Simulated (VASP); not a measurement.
Input of a VASP 6.6.1 run:

Contents of INCAR:

```
SYSTEM = NaCl
PREC     = Accurate       ! precision mode
ENCUT    = 520            ! plane-wave cutoff, eV
EDIFF    = 1E-6           ! SCF threshold, eV
ISMEAR   = 0              ! smearing method
SIGMA    = 0.01           ! smearing width, eV
LREAL    = .FALSE.        ! projectors in reciprocal space
LASPH    = .TRUE.         ! aspherical terms in the spheres
NELM     = 80             ! most SCF steps
ALGO     = Normal         ! electronic algorithm
ISIF     = 2              ! what is computed and relaxed
LWAVE    = .FALSE.        ! write WAVECAR
LCHARG   = .TRUE.         ! write CHGCAR
GGA      = PE             ! functional
LELF     = .TRUE.         ! ELF
LVHAR    = .TRUE.       
NBANDS   = 14             ! bands
```

The input KPOINTS:

```
regular mesh
0
G
  4 4 4
  0 0 0
```

POSCAR

```
NaCl
1.0
    0.0000000000      2.8867797901      2.8867797901
    2.8867797901      0.0000000000      2.8867797901
    2.8867797901      2.8867797901      0.0000000000
Na Cl
1 1
Direct
    0.0000000000      0.0000000000      0.0000000000
    0.5000000000      0.5000000000      0.5000000000
```

Potentials or basis: VASP PAW PBE potentials, release 64 (Na_pv, Cl).

Launch:

```sh
$ cat potpaw_PBE.64/Na_pv/POTCAR potpaw_PBE.64/Cl/POTCAR > POTCAR
$ mpirun -np 1 vasp_std > vasp.out
```

(1) Estimate the pressure.

(2) Estimate the band gap on the k mesh.

## Answers

(1) -0.9 GPa.

(2) 4.85 eV.

Caveat: the k points lie up to 0.47 Å⁻¹ apart; the cell differs from its parent crystal (strain +3.0%).
